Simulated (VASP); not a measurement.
# Fe (Im-3m) in VASP: further runs

Fe is run at these levels: PBEsol; tasks: single point, relaxation of volume and atoms at fixed shape.

Everything below comes from runs of VASP 6.6.1. Logs are shortened: lines on timing, memory, paths and dates and some standing lists are left out, and cuts for length are marked.

**1. The cell of the first run**

The structure is cubic, space group Im-3m (No. 229). Conventional cell: a = 2.785 Å, b = 2.785 Å, c = 2.785 Å, α = 90.00°, β = 90.00°, γ = 90.00°. Within 3.2 Å of Fe (site symmetry m-3m) lie 14 Fe at 2.41 to 2.79 Å.

**2. Single point, PBEsol, collinear spin, ferromagnetic start**

INCAR reads:

```
SYSTEM = Fe
PREC = Accurate
ENCUT = 520
EDIFF = 1E-6
ISMEAR = 0
SIGMA = 0.02
LREAL = .FALSE.
LASPH = .TRUE.
NELM = 150
ALGO = Normal
ISIF = 2
LWAVE = .FALSE.
LCHARG = .FALSE.
ISPIN = 2
MAGMOM = 3.5
LORBIT = 11
LMAXMIX = 4
GGA = PS
NBANDS = 14
```

KPOINTS reads:

```
regular mesh
0
G
  12 12 12
  0 0 0
```

POSCAR reads:

```
Fe
1.0
   -1.3925656075      1.3925656075      1.3925656075
    1.3925656075     -1.3925656075      1.3925656075
    1.3925656075      1.3925656075     -1.3925656075
Fe
1
Direct
    0.0000000000      0.0000000000      0.0000000000
```

Potentials or basis: VASP PAW PBE potentials, release 64 (Fe).

Run with:

```bash
> cat potpaw_PBE.64/Fe/POTCAR > POTCAR
> mpirun -np 1 vasp_std > vasp.out
```

OUTCAR:

```text
SYSTEM = Fe
   PREC = Accurate
   ENCUT = 520
   EDIFF = 1E-6
   ISMEAR = 0
   LREAL = .FALSE.
   LASPH = .TRUE.
   NELM = 150
   ISIF = 2
   ISPIN = 2
   LORBIT = 11
   GGA = PS

 ion  position               nearest neighbor table
   1  0.000  0.000  0.000-

  LATTYP: Found a body centered cubic cell.
 ALAT       =     2.7851312150

  Lattice vectors:

 A1 = (  -1.3925656075,   1.3925656075,   1.3925656075)
 A2 = (   1.3925656075,  -1.3925656075,   1.3925656075)
 A3 = (   1.3925656075,   1.3925656075,  -1.3925656075)

Analysis of symmetry for initial positions (statically):
=====================================================================
 Subroutine PRICEL returns:
 Original cell was already a primitive cell.

 Routine SETGRP: Setting up the symmetry group for a
 body centered cubic supercell.

 Subroutine GETGRP returns: Found 48 space group operations
 (whereof 48 operations were pure point group operations)
 out of a pool of 48 trial point group operations.

The static configuration has the point symmetry O_h .

Analysis of symmetry for dynamics (positions and initial velocities):
=====================================================================
 Subroutine PRICEL returns:
 Original cell was already a primitive cell.

 Routine SETGRP: Setting up the symmetry group for a
 body centered cubic supercell.

 Subroutine GETGRP returns: Found 48 space group operations
 (whereof 48 operations were pure point group operations)
 out of a pool of 48 trial point group operations.

The dynamic configuration has the point symmetry O_h .

Analysis of structural, dynamic, and magnetic symmetry:
=====================================================================
 Subroutine PRICEL returns:
 Original cell was already a primitive cell.

 Routine SETGRP: Setting up the symmetry group for a
 body centered cubic supercell.

 Subroutine GETGRP returns: Found 48 space group operations
 (whereof 48 operations were pure point group operations)
 out of a pool of 48 trial point group operations.

The overall configuration has the point symmetry O_h .

 Subroutine INISYM returns: Found 48 space group operations
 (whereof 48 operations are pure point group operations),
 and found     1 'primitive' translations

----------------------------------------------------------------------------------------

                                     Primitive cell

  volume of cell :      10.8021

  direct lattice vectors                    reciprocal lattice vectors
    -1.392565607  1.392565607  1.392565607     0.000000000  0.359049511  0.359049511
     1.392565607 -1.392565607  1.392565607     0.359049511  0.000000000  0.359049511
[... 127 lines left out ...]
  ---------------------------------------------------
  free energy    TOTEN  =        -8.92114227 eV

  energy without entropy =       -8.92099506  energy(sigma->0) =       -8.92106867

 E-fermi :   6.1654     XC(G=0): -13.5706

 val. band max:        6.1612037788   @ k =   0.4167   0.0000   0.0000
 cond. band min:       6.1724943666   @ k =  -0.3333   0.4167   0.2500
 fundamental gap:      0.0112905879
 Fermi energy:         6.1653957243

 spin component 1

 k-point     1 :       0.0000    0.0000    0.0000
  band No.  band energies     occupation
      1      -2.6169      1.00000
      2       3.7892      1.00000
      3       3.7892      1.00000
      4       3.7892      1.00000
      5       5.1429      1.00000
      6       5.1429      1.00000
      7      31.6304      0.00000
      8      31.6304      0.00000
      9      31.6304      0.00000
     10      37.0633      0.00000
     11      37.0633      0.00000
     12      39.6324      0.00000
     13      39.6324      0.00000
     14      39.6324      0.00000
[... 379 lines left out ...]
      3       4.7919      1.00000
      4       5.2603      1.00000
      5       5.3648      1.00000
      6       9.0644      0.00000
      7      14.0671      0.00000
      8      22.4127      0.00000
      9      24.0099      0.00000
     10      33.5417      0.00000
     11      38.1763      0.00000
     12      42.1147      0.00000
     13      46.1005      0.00000
     14      48.3054      0.00000

 [... further k-points ...]

 spin component 2

 k-point     1 :       0.0000    0.0000    0.0000
  band No.  band energies     occupation
      1      -2.3635      1.00000
      2       5.5901      1.00000
      3       5.5901      1.00000
      4       5.5901      1.00000
      5       7.7037      0.00000
      6       7.7038      0.00000
      7      31.5455      0.00000
      8      31.5455      0.00000
      9      31.5455      0.00000
     10      37.3796      0.00000
     11      37.3796      0.00000
     12      40.3309      0.00000
     13      40.3309      0.00000
     14      40.3309      0.00000
[... 379 lines left out ...]
      3       5.8039      1.00000
      4       7.6755      0.00000
      5       7.9932      0.00000
      6      10.3590      0.00000
      7      15.3349      0.00000
      8      22.8739      0.00000
      9      24.6417      0.00000
     10      33.8438      0.00000
     11      38.8209      0.00000
     12      42.2650      0.00000
     13      46.2569      0.00000
     14      49.1824      0.00000

 [... further k-points ...]

------------------------ aborting loop because EDIFF is reached ----------------------------------------

  FORCE on cell =-STRESS in cart. coord.  units (eV):
  Direction    XX          YY          ZZ          XY          YZ          ZX
  --------------------------------------------------------------------------------------
  -------------------------------------------------------------------------------------
  Total        0.0007148      0.0007148      0.0007148     -0.0000000     -0.0000000      0.0000000
  in kB        0.1060220      0.1060220      0.1060220     -0.0000000     -0.0000000      0.0000000
  external PRESSURE =       0.1060220 kB  Pullay stress =       0.0000000 kB

 VOLUME and BASIS-vectors are now :
 -----------------------------------------------------------------------------
  energy-cutoff  :      520.00
  volume of cell :       10.80
      direct lattice vectors                 reciprocal lattice vectors
    -1.392565607  1.392565607  1.392565607     0.000000000  0.359049511  0.359049511
     1.392565607 -1.392565607  1.392565607     0.359049511  0.000000000  0.359049511
     1.392565607  1.392565607 -1.392565607     0.359049511  0.359049511  0.000000000

 POSITION                                       TOTAL-FORCE (eV/Angst)
 -----------------------------------------------------------------------------------
      0.00000      0.00000      0.00000        -0.000000     -0.000000      0.000000
 -----------------------------------------------------------------------------------
    total drift:                               -0.000000      0.000000      0.000000

  FREE ENERGIE OF THE ION-ELECTRON SYSTEM (eV)
  ---------------------------------------------------
  free  energy   TOTEN  =        -8.9211422736 eV

  energy  without entropy=       -8.9209950574  energy(sigma->0) =       -8.92106867

 total charge

# of ion       s       p       d       tot
------------------------------------------
    1        0.512   0.595   6.274   7.381

 magnetization (x)

# of ion       s       p       d       tot
------------------------------------------
    1       -0.012  -0.054   2.123   2.057
```

stdout:

```text
POSCAR found type information on POSCAR Fe
 POSCAR found :  1 types and       1 ions
 scaLAPACK will be used
 -----------------------------------------------------------------------------
|                                                                             |
|                                                                             |
|     You enforced a specific xc type in the INCAR file but a different       |
|     I HOPE YOU KNOW WHAT YOU ARE DOING!                                     |
|                                                                             |
 -----------------------------------------------------------------------------

 LDA part: xc-table for (Slater+PW92), standard interpolation
 POSCAR, INCAR and KPOINTS ok, starting setup
 FFT: planning ... GRIDC
 FFT: planning ... GRID_SOFT
 FFT: planning ... GRID
 WAVECAR not read
 entering main loop
```

It took 14 s on 1 thread of Intel Xeon 6975P-C (Granite Rapids), shared host; peak memory 0.13 GiB.

Results:

| Property | Result |
| --- | --- |
| Free energy | -8.9211 eV |
| Pressure | 0.0 GPa |
| Net moment | 2.07 μB per cell |
| Site moments | Fe +2.06 μB |
| Valence electrons inside the program's atomic spheres | Fe 7.38 |

Levels at points of the mesh, in eV from the Fermi level:
Spin up:
| k point | band 2 | band 3 | band 4 | band 5 | band 6 | band 7 | band 8 | band 9 |
| --- | --- | --- | --- | --- | --- | --- | --- | --- |
| (0.00, 0.00, 0.00) | -2.38 | -2.38 | -2.38 | -1.02 | -1.02 | 25.47 | 25.47 | 25.47 |
| (0.50, 0.00, 0.00) | -3.56 | -0.96 | -0.81 | 0.46 | 0.55 | 7.82 | 18.75 | 20.98 |
| (0.50, 0.50, 0.50) | -5.13 | 0.25 | 0.25 | 0.25 | 10.25 | 10.25 | 10.25 | 16.18 |
Spin down:
| k point | band 1 | band 2 | band 3 | band 4 | band 5 | band 6 | band 7 |
| --- | --- | --- | --- | --- | --- | --- | --- |
| (0.00, 0.00, 0.00) | -8.53 | -0.58 | -0.58 | -0.58 | 1.54 | 1.54 | 25.38 |
| (0.50, 0.00, 0.00) | -3.96 | -1.94 | 0.68 | 1.41 | 1.82 | 2.64 | 9.16 |
| (0.50, 0.50, 0.50) | -3.42 | -3.42 | 2.31 | 2.31 | 2.31 | 10.59 | 10.59 |

Caveat: the PAW data sets were made with another functional, which shifts forces and pressure a little.

**3. Relaxation of volume and atoms at fixed shape, PBEsol, collinear spin, ferromagnetic start**

This run uses another cell than the first one, of 12.02 Å³/atom.

INCAR reads:

```
ALGO = Normal
EDIFF = 1E-6
EDIFFG = -0.02
ENCUT = 600
GGA = PS
IBRION = 2
ISIF = 8
ISMEAR = 0
ISPIN = 2
LASPH = T
LCHARG = F
LMAXMIX = 4
LORBIT = 11
LREAL = F
LWAVE = F
MAGMOM = 3.5
NELM = 150
NSW = 50
PREC = Accurate
SIGMA = 0.02
```

KPOINTS reads:

```
k-points
0
Gamma
  12 12 12
```

POSCAR reads:

```
Fe
1.0
   -1.4430000000      1.4430000000      1.4430000000
    1.4430000000     -1.4430000000      1.4430000000
    1.4430000000      1.4430000000     -1.4430000000
Fe
1
Direct
    0.0000000000      0.0000000000      0.0000000000
```

Potentials or basis: VASP PAW PBE potentials, release 64 (Fe).

Run with:

```bash
> cat potpaw_PBE.64/Fe/POTCAR > POTCAR
> mpirun -np 1 vasp_std > vasp.out
```

Wall time 29 s (1 thread of Intel Xeon 6975P-C (Granite Rapids), shared host); peak memory 0.15 GiB.

Results (log left out):

```
Free energy                                           : -8.9213 eV
Relaxed volume                                        : 10.79 Å³/atom
Relaxed cell                                          : a = 2.411 Å, b = 2.411 Å, c = 2.411 Å, α = 109.47°, β = 109.47°, γ = 109.47°
Space group after relaxing (to 0.1 Å)                 : Im-3m (No. 229)
Energy gained by relaxing                             : 73.2 meV/atom
Ionic steps                                           : 4
Pressure after relaxing                               : 0.0 GPa
Net moment                                            : 2.07 μB per cell
Site moments                                          : Fe +2.06 μB
Valence electrons inside the program's atomic spheres : Fe 7.38
```

Step by step:
```tsv
step	energy change (eV)	largest force (eV/Å)	pressure (GPa)	volume (Å³)
1	0.0000	0.0000	-16.94	12.02
2	-0.0171	0.0000	22.44	9.94
3	-0.0732	0.0000	-0.62	10.82
4	-0.0732	0.0000	-0.03	10.79
```

Final structure:
```
Fe
1.0
    -1.39210    1.39210    1.39210
     1.39210   -1.39210    1.39210
     1.39210    1.39210   -1.39210
Fe
1
Direct
  0.00000 0.00000 0.00000
```

Levels at points of the mesh, in eV from the Fermi level:
Spin up:
```csv
k point,band 3,band 4,band 5,band 6,band 7,band 8
"(0.00, 0.00, 0.00)",-2.38,-2.38,-1.02,-1.02,25.47,25.47
"(0.50, 0.00, 0.00)",-0.96,-0.81,0.46,0.55,7.83,18.76
"(0.50, 0.50, 0.50)",0.25,0.25,0.25,10.25,10.25,10.25
```
Spin down:
| k point | band 1 | band 2 | band 3 | band 4 | band 5 | band 6 |
| --- | --- | --- | --- | --- | --- | --- |
| (0.00, 0.00, 0.00) | -8.53 | -0.58 | -0.58 | -0.58 | 1.54 | 1.54 |
| (0.50, 0.00, 0.00) | -3.97 | -1.94 | 0.68 | 1.41 | 1.82 | 2.64 |
| (0.50, 0.50, 0.50) | -3.43 | -3.43 | 2.31 | 2.31 | 2.31 | 10.60 |

Caveat: the PAW data sets were made with another functional, which shifts forces and pressure a little.
